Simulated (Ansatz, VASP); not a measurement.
## Two plane-wave programs on SiO2

INCAR

```
ALGO     = Normal         # electronic algorithm
EDIFF    = 1E-6           # SCF threshold, eV
ENCUT    = 520            # plane-wave cutoff, eV
GGA      = PE             # functional
ISIF     = 2              # what is computed and relaxed
ISMEAR   = 0              # smearing method
LASPH    = True           # aspherical terms in the spheres
LCHARG   = True           # write CHGCAR
LELF     = True           # ELF
LREAL    = False          # projectors in reciprocal space
LVHAR    = True         
LWAVE    = False          # write WAVECAR
NBANDS   = 25             # bands
NELM     = 80             # most SCF steps
PREC     = Accurate       # precision mode
SIGMA    = 0.05           # smearing width, eV
```

The input KPOINTS:

```
k-points
0
Gamma
  6 6 10
```

Contents of POSCAR:

```
SiO2
1.0
    4.1197438977      0.0000000000      0.0000000000
    0.0000000000      4.1197438977      0.0000000000
    0.0000000000      0.0000000000      2.6160288664
Si O
2 4
Direct
    0.5000000000      0.5000000000      0.5000000000
    0.0000000000      0.0000000000      0.0000000000
    0.6930127928      0.6930127928      0.0000000000
    0.1930127928      0.8069872072      0.5000000000
    0.3069872072      0.3069872072      0.0000000000
    0.8069872072      0.1930127928      0.5000000000
```

Input for Ansatz:

```yaml
crystal:
  lattice:
    - [4.1197438977, 0.0, 0.0]
    - [0.0, 4.1197438977, 0.0]
    - [0.0, 0.0, 2.6160288664]
  atoms:
    - { symbol: Si, position: [0.5, 0.5, 0.5] }
    - { symbol: Si, position: [0.0, 0.0, 0.0] }
    - { symbol: O, position: [0.6930127928, 0.6930127928, 0.0] }
    - { symbol: O, position: [0.1930127928, 0.8069872072, 0.5] }
    - { symbol: O, position: [0.3069872072, 0.3069872072, 0.0] }
    - { symbol: O, position: [0.8069872072, 0.1930127928, 0.5] }
basis:
  ecutwfc: 520.0
kpoints:
  mp_grid: { grid: [6, 6, 10] }
hamiltonian:
  xc: pbe
  pseudopotentials: { kind: paw, azcp: { folder: soft_1 } }
scf:
  occupations: { method: gaussian, width: 0.05 }
output:
  forces: true
  stress: true
  eigenvalues: true
```

Alike in both runs: task single point; functional PBE; k mesh 6 × 6 × 10; occupations gaussian, width 0.05 eV; no spin polarisation.

|  | VASP | Ansatz |
| --- | --- | --- |
| version | VASP 6.6.1 | Ansatz 0.2.0 |
| potentials or method | VASP PAW PBE potentials, release 64 (Si, O), cutoff 520 eV | scalar-relativistic, plane waves, PAW |
| valence electrons in the cell | 32 | 32 |

Ansatz gave:

| Item | Value |
| --- | --- |
| gap on the k mesh at the Fermi level (eV) | 6.56 |
| least direct gap on the mesh (eV) | 6.56 |
| rms of the force components (eV/Å) | 0.304 |

Question: Which values does VASP return?

Answer: gap on the k mesh at the Fermi level (eV): 6.55; least direct gap on the mesh (eV): 6.55; rms of the force components (eV/Å): 0.316.

Atom by atom the forces differ by 0.012 eV/Å (rms over components).
